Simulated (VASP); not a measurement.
A run of VASP 6.6.1 is set up as follows.

File INCAR:

```
SYSTEM = C
PREC = Accurate ; ENCUT = 520
EDIFF = 1E-7 ; ISMEAR = 0
SIGMA = 0.02 ; LREAL = .False.
LASPH = .True. ; NELM = 80
ALGO = Normal ; ISIF = 2
LWAVE = .False. ; LCHARG = .False.
GGA = PS ; IBRION = 2
NSW = 60 ; EDIFFG = -0.002
```

Contents of KPOINTS:

```
Automatic mesh
0
Gamma
  9 9 6
  0 0 0
```

POSCAR

```
C
1.0
    2.4612466108      0.0000000000      0.0000000000
   -1.2306233054      2.1315020900      0.0000000000
    0.0000000000      0.0000000000      4.0732164437
C
4
Direct
    0.3333333333      0.6666666667      0.0000291829
    0.6666666667      0.3333333333      0.5000291829
    0.3333333333      0.6666666667      0.3739708171
    0.6666666667      0.3333333333      0.8739708171
```

Potentials or basis: VASP PAW PBE potentials, release 64 (C).

Launch:

```bash
$ cat potpaw_PBE.64/C/POTCAR > POTCAR
$ mpirun -np 1 vasp_std > vasp.out
```

(1) Estimate the energy gained by relaxing.

(2) What does it give for the band gap on the k mesh?

Results:

(1) 0.0 meV/atom.

(2) 2.84 eV (least direct gap 4.91 eV).

Caveat: the cell differs from its parent crystal (strained cell).
